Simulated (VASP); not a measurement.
Set up this calculation in VASP 6.6.1, as the native input.

```yaml
Task: single point
Functional: PBE
Potentials_or_basis: VASP PAW PBE potentials, release 64 (Sr_sv)
Cutoff: 520 eV
k_mesh: 14 × 14 × 14
Occupations: gaussian, width 0.15 eV
Spin: no spin polarisation
Dipole_correction: no
Further_INCAR_settings: ALGO = Fast; EDIFF = 1e-06; NBANDS = 11
```

The structure of Sr lies in POSCAR:

```
Sr
1.0
    0.0000000000      3.1184087500      3.0423500000
    3.1184087500      0.0000000000      3.0423500000
    3.1184087500      3.1184087500      0.0000000000
Sr
1
Direct
    0.0000000000      0.0000000000      0.0000000000
```

This cell differs from its parent crystal: strain +0.025 along x and y, +0.000 along z.

One way to write it, as run:

INCAR

```
SYSTEM = Sr
PREC = Accurate ; ENCUT = 520
EDIFF = 1E-6 ; ISMEAR = 0
SIGMA = 0.15 ; LREAL = .False.
LASPH = .True. ; NELM = 60
ALGO = Fast ; ISIF = 2
LWAVE = .False. ; LCHARG = .True.
GGA = PE ; LELF = .True.
LVHAR = .True. ; NBANDS = 11
```

KPOINTS

```
Automatic mesh
0
Gamma
  14 14 14
  0 0 0
```

Potentials or basis: VASP PAW PBE potentials, release 64 (Sr_sv).

Launch:

```bash
$ cat potpaw_PBE.64/Sr_sv/POTCAR > POTCAR
$ mpirun -np 1 vasp_std > vasp.out
```

Results of the run:

| Item | Value |
| --- | --- |
| Pressure | -0.8 GPa |
| Band gap on the k mesh | zero (band 5 reaches 1.43 eV, above the bottom of band 6 at 1.32 eV) |

Caveat: the cell differs from its parent crystal (strain +0.025 along x and y, +0.000 along z).

Run time: 110 s on 1 thread of Intel(R) Xeon(R) 6975P-C (Granite Rapids) (shared host), peak memory 0.3 GiB.
